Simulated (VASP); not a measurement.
In3GeO2:

```
In Ge O
1.0
     2.89078   -6.87473    0.00000
     2.89078    6.87473    0.00000
     0.00000    0.00000    3.13152
In Ge O
3 1 2
Direct
  0.80437 0.19563 0.00000
  0.19563 0.80437 0.00000
  0.50000 0.50000 0.50000
  0.00000 0.00000 0.00000
  0.50000 0.00000 0.50000
  0.00000 0.50000 0.50000
```

| Property | Result |
| --- | --- |
| Program | VASP 6.6.1 |
| Task | relaxation of cell and atoms |
| Functional | PBE |
| Potentials or basis | VASP PAW PBE potentials, release 64 (In_d, Ge_d, O) |
| Cutoff | 600 eV |
| k mesh | 4 × 4 × 6 |
| Occupations | gaussian, width 0.1 eV |
| Spin | no spin polarisation |

At the start: pressure -0.5 GPa; volume 20.74 Å³/atom.

**Question.** How do energy, volume and symmetry change on relaxing?

**Answer.** Over 7 steps the energy falls by 6.9 meV/atom and the volume is 20.81 Å³/atom (+0.3 %); space group Cmmm (No. 65, to 0.05 Å).

The path:
```tsv
step	energy change (eV)	largest force (eV/Å)	pressure (GPa)	volume (Å³)
1	0.0000	0.0710	-0.46	124.47
2	-0.0296	0.1962	0.68	123.37
3	-0.0296	0.2021	0.70	123.35
4	-0.0365	0.1061	-0.03	124.75
5	-0.0367	0.0868	-0.17	125.03
6	-0.0392	0.0639	-0.14	124.96
7	-0.0412	0.0212	-0.08	124.84
```

Final structure:
```
In Ge O
1.0
     2.88807   -7.05838    0.00000
     2.88807    7.05838    0.00000
     0.00000    0.00000    3.06199
In Ge O
3 1 2
Direct
  0.80620 0.19380 0.00000
  0.19380 0.80620 0.00000
  0.50000 0.50000 0.50000
  0.00000 0.00000 0.00000
  0.50000 0.00000 0.50000
  0.00000 0.50000 0.50000
```

Caveat: an odd number of electrons without spin polarisation forces a metal; a magnetic or distorted state may lie lower.
